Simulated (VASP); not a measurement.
Here is a VASP 6.6.1 calculation.

The input INCAR:

```
ALGO = Normal
EDIFF = 1E-6
ENCUT = 520
GGA = PE
ISIF = 2
ISMEAR = 0
LASPH = True
LCHARG = False
LREAL = False
LWAVE = False
NBANDS = 21
NELM = 60
PREC = Accurate
SIGMA = 0.1
```

File KPOINTS:

```
k-points
0
Gamma
  6 6 6
```

Contents of POSCAR:

```
Al2BN3
1.0
    5.3713388951      0.0000000033      0.0000000000
   -2.6856694504      4.6517159338      0.0000000000
    0.0000000000      0.0000000000      2.4848435826
Al B N
2 1 3
Direct
    0.3333333333      0.6666666667      0.0000000000
    0.6666666667      0.3333333333      0.0000000000
    0.0000000000      0.0000000000      0.0000000000
    0.5000000000      0.0000000000      0.5000000000
    0.0000000000      0.5000000000      0.5000000000
    0.5000000000      0.5000000000      0.5000000000
```

Potentials or basis: VASP PAW PBE potentials, release 64 (Al, B, N).

Run with:

```console
$ cat potpaw_PBE.64/Al/POTCAR potpaw_PBE.64/B/POTCAR potpaw_PBE.64/N/POTCAR > POTCAR
$ mpirun -np 1 vasp_std > vasp.out
```

What does it give for the pressure?

-0.1 GPa.

What does it give for the band gap on the k mesh?

Zero (band 12 reaches 6.72 eV, above the bottom of band 13 at 4.95 eV).

Stress tensor (GPa, compression positive):
```
-0.10  0.00  0.00
 0.00 -0.10  0.00
 0.00  0.00 -0.18
```

Caveat: the k points lie up to 0.42 Å⁻¹ apart.
